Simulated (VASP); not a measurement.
# V2F3 (R-3c) in VASP: single point with LDA

Aim: the single point of V2F3 with LDA.

Everything below comes from runs of VASP 6.6.1. Logs are shortened: lines on timing, memory, paths and dates and some standing lists are left out, and cuts for length are marked.

### Step 1. The cell of the first run

Symmetry: R-3c, No. 167, trigonal system. The conventional cell has a = 4.822 Å, b = 4.822 Å, c = 13.160 Å, α = 90.00°, β = 90.00°, γ = 120.00°. Within 3.0 Å of F (site symmetry 2) lie 4 V at 1.88 to 1.99 Å and 12 F at 2.55 to 2.91 Å. Within 2.5 Å of V (site symmetry 3) lie 6 F at 1.88 to 1.99 Å.

### Step 2. Single point, LDA

Contents of INCAR:

```
PREC = Accurate
ENCUT = 520
EDIFF = 1E-6
ISMEAR = -1
SIGMA = 0.1
LREAL = F
LASPH = T
NELM = 60
ALGO = Normal
ISIF = 2
LWAVE = F
LCHARG = F
GGA = CA
NBANDS = 58
```

Contents of KPOINTS:

```
regular mesh
0
Gamma
  8 8 8
```

Contents of POSCAR:

```
V2F3
1.0
    2.4112444400      4.1763952900      0.0000000000
   -2.4112444400      4.1763952900      0.0000000000
    0.0000000000     -2.7842631900      4.3868146200
F V
6 4
Direct
    0.5552000000      0.9448000000      0.7500000000
    0.2500000000      0.5552000000      0.7500000000
    0.9448000000      0.2500000000      0.7500000000
    0.4448000000      0.0552000000      0.2500000000
    0.7500000000      0.4448000000      0.2500000000
    0.0552000000      0.7500000000      0.2500000000
    0.3523000000      0.3523000000      0.0569000000
    0.1477000000      0.1477000000      0.4431000000
    0.6477000000      0.6477000000      0.9431000000
    0.8523000000      0.8523000000      0.5569000000
```

Potentials or basis: VASP PAW LDA potentials, release 64 (F, V_sv).

Command:

```sh
$ cat potpaw_LDA.64/F/POTCAR potpaw_LDA.64/V_sv/POTCAR > POTCAR
$ mpirun -np 1 vasp_std > vasp.out
```

OUTCAR:

```text
PREC = Accurate
   ENCUT = 520
   EDIFF = 1E-6
   ISMEAR = -1
   LREAL = F
   LASPH = T
   NELM = 60
   ISIF = 2
   GGA = CA

 ion  position               nearest neighbor table
   1  0.555  0.945  0.750-   9 1.88  10 1.88   7 1.99   8 1.99
   2  0.250  0.555  0.750-   9 1.88  10 1.88   7 1.99   8 1.99
   3  0.945  0.250  0.750-  10 1.88   9 1.88   8 1.99   7 1.99
   4  0.445  0.055  0.250-   7 1.88   8 1.88   9 1.99  10 1.99
   5  0.750  0.445  0.250-   7 1.88   8 1.88   9 1.99  10 1.99
   6  0.055  0.750  0.250-   8 1.88   7 1.88  10 1.99   9 1.99
   7  0.352  0.352  0.057-   5 1.88   4 1.88   6 1.88   2 1.99   3 1.99   1 1.99   8 2.69   9 2.83
                             9 2.83   9 2.83
   8  0.148  0.148  0.443-   6 1.88   4 1.88   5 1.88   3 1.99   2 1.99   1 1.99   7 2.69  10 2.83
                            10 2.83  10 2.83
   9  0.648  0.648  0.943-   2 1.88   1 1.88   3 1.88   5 1.99   6 1.99   4 1.99  10 2.69   7 2.83
                             7 2.83   7 2.83
  10  0.852  0.852  0.557-   3 1.88   1 1.88   2 1.88   6 1.99   5 1.99   4 1.99   9 2.69   8 2.83
                             8 2.83   8 2.83

  LATTYP: Found a trigonal (rhomboedric) cell.
 ALAT       =     5.1957938800
 COS(alpha) =     0.5692665040

  Lattice vectors:

 A1 = (   2.4112444400,   1.3921321000,   4.3868146200)
 A2 = (  -2.4112444400,   1.3921321000,   4.3868146200)
 A3 = (   0.0000000000,  -2.7842631900,   4.3868146200)

Analysis of symmetry for initial positions (statically):
=====================================================================
 Subroutine PRICEL returns:
 Original cell was already a primitive cell.

 Routine SETGRP: Setting up the symmetry group for a
 trigonal (rhombohedral) supercell.

 Subroutine GETGRP returns: Found 12 space group operations
 (whereof  6 operations were pure point group operations)
 out of a pool of 12 trial point group operations.

The static configuration has the point symmetry S_6 .
 The point group associated with its full space group is D_3d.

Analysis of symmetry for dynamics (positions and initial velocities):
=====================================================================
 Subroutine PRICEL returns:
 Original cell was already a primitive cell.

 Routine SETGRP: Setting up the symmetry group for a
[... 127 lines left out ...]
   IBRION =     -1    ionic relax: 0-MD 1-quasi-New 2-CG
   NFREE  =      0    steps in history (QN), initial steepest desc. (CG)
   ISIF   =      2    stress and relaxation
   ISYM   =      2    0-nonsym 1-usesym 2-fastsym
   POTIM  = 0.5000    time-step for ionic-motion
   TEBEG  =    0.0;   TEEND  =   0.0 temperature during run
   PSTRESS=    0.0 pullay stress
   NELECT =      94.0000    total number of electrons
   NUPDOWN=      -1.0000    fix difference up-down
   EMIN   =  10.00;   EMAX   =-10.00  energy-range for DOS
   EFERMI =   0.00;   METHOD = LEGACY
   ISMEAR =    -1;   SIGMA  =   0.10  broadening in eV -4-tet -1-fermi 0-gaus
   EFERMI_NEDOS =   21; number of points for ismear=-14 and -15
   IALGO  =     38    algorithm
   IMIX   =      4    mixing-type and parameters
     AMIX     =   0.40;   BMIX     =  1.00
     AMIX_MAG =   1.60;   BMIX_MAG =  1.00
  volume/ion in A,a.u.               =       8.84        59.62
  Fermi-wavevector in a.u.,A,eV,Ry     =   1.671258  3.158219 38.002462  2.793102
  Thomas-Fermi vector in A             =   2.756612
   LORBIT       =      0    0 simple, 1 ext, 2 COOP (PROOUT), +10 PAW based schemes
   GGA     = CA    functional components
   LHFCALC =     F    Hartree Fock is set to
   AEXX    =    0.0000 exact exchange contribution
   IVDW    =     0    specifies the selected vdW correction
   LEPSILON=     F    determine dielectric tensor
   LRPA    =     F    only Hartree local field effects (RPA)
 non-spin polarized calculation
  energy-cutoff  :      520.00
  volume of cell :       88.35
 maximum number of plane-waves:      2399
   NGX = 17   NGY = 17   NGZ = 19

 number of electron      94.0000008 magnetization

 Free energy of the ion-electron system (eV)
  ---------------------------------------------------
  ext. energy  EPLUGINS =         0.00000000
  ---------------------------------------------------
  free energy    TOTEN  =       -64.18329063 eV

  energy without entropy =      -63.74812474  energy(sigma->0) =      -63.96570768

 E-fermi :  11.2208     XC(G=0): -13.2229

 val. band max:       11.2157029016   @ k =   0.5000   0.3750  -0.0000
 cond. band min:      11.2211700104   @ k =   0.0000   0.0000   0.0000
 fundamental gap:      0.0054671088
 Fermi energy:        11.2207599338

 k-point     1 :       0.0000    0.0000    0.0000
  band No.  band energies     occupation
      1     -52.9197      2.00000
      2     -52.8531      2.00000
      3     -52.8368      2.00000
      4     -52.7949      2.00000
      5     -27.8069      2.00000
      6     -27.7359      2.00000
[... 1453 lines left out ...]
     57      13.0987      0.00000
     58      13.4571      0.00000

 [... further k-points ...]

------------------------ aborting loop because EDIFF is reached ----------------------------------------

  FORCE on cell =-STRESS in cart. coord.  units (eV):
  Direction    XX          YY          ZZ          XY          YZ          ZX
  --------------------------------------------------------------------------------------
  -------------------------------------------------------------------------------------
  Total       27.8245356     27.8245011     24.4734856     -0.0000000      0.0000019     -0.0000000
  in kB      504.5641526    504.5635269    443.7969311     -0.0000000      0.0000341     -0.0000000
  external PRESSURE =     484.3082035 kB  Pullay stress =       0.0000000 kB

 VOLUME and BASIS-vectors are now :
 -----------------------------------------------------------------------------
  energy-cutoff  :      520.00
  volume of cell :       88.35
      direct lattice vectors                 reciprocal lattice vectors
     2.411244440  4.176395290  0.000000000     0.207361805  0.119720468  0.075985270
    -2.411244440  4.176395290  0.000000000    -0.207361805  0.119720468  0.075985270
     0.000000000 -2.784263190  4.386814620     0.000000000  0.000000000  0.227955837

 POSITION                                       TOTAL-FORCE (eV/Angst)
 -----------------------------------------------------------------------------------
     -0.93942      4.17640      3.29011         0.102071      0.000000     -0.000000
     -0.73591      1.27464      3.29011        -0.051035      0.088396      0.000000
      1.67533      2.90176      3.29011        -0.051035     -0.088396      0.000000
      0.93942      1.39213      1.09670        -0.102071     -0.000000      0.000000
      0.73591      4.29389      1.09670         0.051035     -0.088396     -0.000000
     -1.67533      2.66677      1.09670         0.051035      0.088396     -0.000000
      0.00000      2.78426      0.24961         0.000000     -0.000000     -2.372571
      0.00000      0.00000      1.94380         0.000000      0.000000      2.372571
      0.00000      2.78426      4.13720         0.000000      0.000000      2.372571
      0.00000      5.56853      2.44302         0.000000     -0.000000     -2.372571
 -----------------------------------------------------------------------------------
    total drift:                               -0.000000     -0.000000      0.000000

  FREE ENERGIE OF THE ION-ELECTRON SYSTEM (eV)
  ---------------------------------------------------
  free  energy   TOTEN  =       -64.1832906278 eV

  energy  without entropy=      -63.7481247409  energy(sigma->0) =      -63.96570768
```

OSZICAR:

```text
N       E                     dE             d eps       ncg     rms          rms(c)
DAV:   1     0.150563611911E+04    0.15056E+04   -0.55268E+04  7652   0.190E+03
DAV:   2     0.882359939554E+02   -0.14174E+04   -0.13553E+04  7738   0.605E+02
DAV:   3    -0.634482475890E+02   -0.15168E+03   -0.14804E+03  8126   0.207E+02
DAV:   4    -0.685465510199E+02   -0.50983E+01   -0.47486E+01  9734   0.338E+01
DAV:   5    -0.686420793316E+02   -0.95528E-01   -0.94652E-01  8846   0.455E+00    0.490E+01
DAV:   6    -0.647020993479E+02    0.39400E+01   -0.38822E+01  9320   0.378E+01    0.221E+01
DAV:   7    -0.642740710560E+02    0.42803E+00   -0.72322E+00  9438   0.194E+01    0.184E+01
DAV:   8    -0.641999624122E+02    0.74109E-01   -0.28756E-01  8824   0.359E+00    0.182E+00
DAV:   9    -0.641832615635E+02    0.16701E-01   -0.12827E-01  9242   0.221E+00    0.415E-01
DAV:  10    -0.641833109113E+02   -0.49348E-04   -0.71349E-03  8872   0.578E-01    0.146E-01
DAV:  11    -0.641832999278E+02    0.10984E-04   -0.42895E-04  9160   0.116E-01    0.757E-02
DAV:  12    -0.641832915444E+02    0.83834E-05   -0.96414E-05  8702   0.617E-02    0.327E-02
DAV:  13    -0.641832906278E+02    0.91662E-06   -0.66908E-06  7866   0.188E-02
   1 F= -.64183291E+02 E0= -.63965708E+02  d E =-.435166E+00
```

Wall time 2.5 min (1 thread of Intel Xeon Platinum 8559C (Emerald Rapids), shared host); peak memory 0.34 GiB.

What came out:

- Free energy: -64.1833 eV
- Pressure: 48.4 GPa
- Largest force: 2.373 eV/Å
- Band gap on the k mesh: zero (bands 47 and 48 overlap by 0.48 eV)

Forces in eV/Å, atoms in the order of the input:
```
F    0.102  0.000  0.000
F   -0.051  0.088  0.000
F   -0.051 -0.088  0.000
F   -0.102  0.000  0.000
F    0.051 -0.088  0.000
F    0.051  0.088  0.000
V    0.000  0.000 -2.373
V    0.000  0.000  2.373
V    0.000  0.000  2.373
V    0.000  0.000 -2.373
```

Caveat: the cell stands under pressure; the run has no spin polarisation, though such a crystal can be magnetic; semilocal functionals often make such compounds metallic where correlation or magnetic order opens a gap, which also shifts bond lengths; forces of over 1 eV/Å act on the atoms, so gaps and moduli don't describe the material at rest.
